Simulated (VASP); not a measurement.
Input of a VASP 6.6.1 run:

The input INCAR:

```
SYSTEM = Fe3Ge
  ALGO = Normal
  EDIFF = 1E-6
  ENCUT = 520
  GGA = CA
  ISIF = 2
  ISMEAR = -1
  ISPIN = 2
  LASPH = .TRUE.
  LCHARG = .FALSE.
  LMAXMIX = 4
  LORBIT = 11
  LREAL = .FALSE.
  LWAVE = .FALSE.
  MAGMOM = 4.5 4.5 4.5 0
  NBANDS = 31
  NELM = 150
  PREC = Accurate
  SIGMA = 0.1
```

The input KPOINTS:

```
k-points
0
G
  6 6 6
  0 0 0
```

Contents of POSCAR:

```
Fe3Ge
1.0
    3.5341413610      0.0000000000      0.0000000000
    0.0000000000      3.5341413610      0.0000000000
    0.0000000000      0.0000000000      3.5341413610
Fe Ge
3 1
Direct
    0.0000000000      0.5000000000      0.5000000000
    0.5000000000      0.5000000000      0.0000000000
    0.5000000000      0.0000000000      0.5000000000
    0.0000000000      0.0000000000      0.0000000000
```

Potentials or basis: VASP PAW LDA potentials, release 64 (Fe, Ge_d).

Command:

```console
$ cat potpaw_LDA.64/Fe/POTCAR potpaw_LDA.64/Ge_d/POTCAR > POTCAR
$ mpirun -np 1 vasp_std > vasp.out
```

Question: Estimate the net moment.

Answer: 5.39 μB per cell.

Question: Predict the site moments.

Answer: Fe +1.79; Ge -0.07 μB.

Question: What does it give for the pressure?

Answer: -0.7 GPa.
